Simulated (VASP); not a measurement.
Runs of VASP 6.6.1 on Pt. The structure is that of space group Pm-3m (No. 221), or close to it. The cells are those of the table. 

| task | cell | cutoff (eV) | k mesh for the DOS | occupations for the DOS | gap on the mesh (eV) | pressure (GPa) |
| --- | --- | --- | --- | --- | --- | --- |
| single point | a = 2.308 Å, 1 atom | 520 | - | - | none | 194.4 |
| relaxation of cell and atoms | relaxed from a = 2.567 Å, 1 atom | 600 | - | - | none | 0.0 |
| single point | a = 2.416 Å, 1 atom | 520 | - | - | none | 88.2 |
| single point | a = 2.624 Å, 1 atom | 520 | - | - | none | (a) |
| single point | a = 2.189 Å, 1 atom | 520 | - | - | none | 405.4 |

Alike in all rows: level PBE; potentials or basis VASP PAW PBE potentials, release 64 (Pt); no spin polarisation; k mesh 16 × 16 × 16; smearing fermi-dirac 0.05 eV.

Problem. Estimate the missing entries.

Solution. (a) -0.5.

Caveats: spin-orbit coupling is left out, which moves the levels of the heavy elements.

A k mesh can miss the band edges, and the runs leave out spin-orbit coupling on Pt.

A gap of «none» marks levels without a gap at the run's occupations.
